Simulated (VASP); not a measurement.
Runs of VASP 6.6.1 on B15HN16 (a cell with a defect) (V_B-H). The cell holds a defect, 32 atoms: a = 6.277 Å, b = 6.277 Å, c = 6.277 Å, α = 109.47°, β = 109.47°, γ = 109.47°. 

```tsv
spin	fixed moment (μB)	k mesh	smearing	gap on the mesh (eV)	pressure (GPa)	moment (μB)	largest force (eV/Å)
off	-	2 × 2 × 2, shifted	fermi-dirac 0.01 eV	none	5.3	-	(a)
collinear	2.0	1 × 1 × 1, shifted	gaussian 0.01 eV	-	5.5	2.00	0.06
off	-	1 × 1 × 1, shifted	fermi-dirac 0.01 eV	none	5.5	-	0.03
collinear	2.0	1 × 1 × 1, shifted	fermi-dirac 0.01 eV	-	5.5	2.00	0.06
```

Alike in all rows: task single point; level PBE; potentials or basis VASP PAW PBE potentials, release 64 (B, N, H); cell as given; cutoff (eV) 520.

Problem. Estimate the missing entries.

Solution. (a) 0.13.

Caveats: all runs use coarse meshes; the total moment is fixed, so each spin has its own Fermi level (some runs).

A gap of «none» marks levels without a gap at the run's occupations.
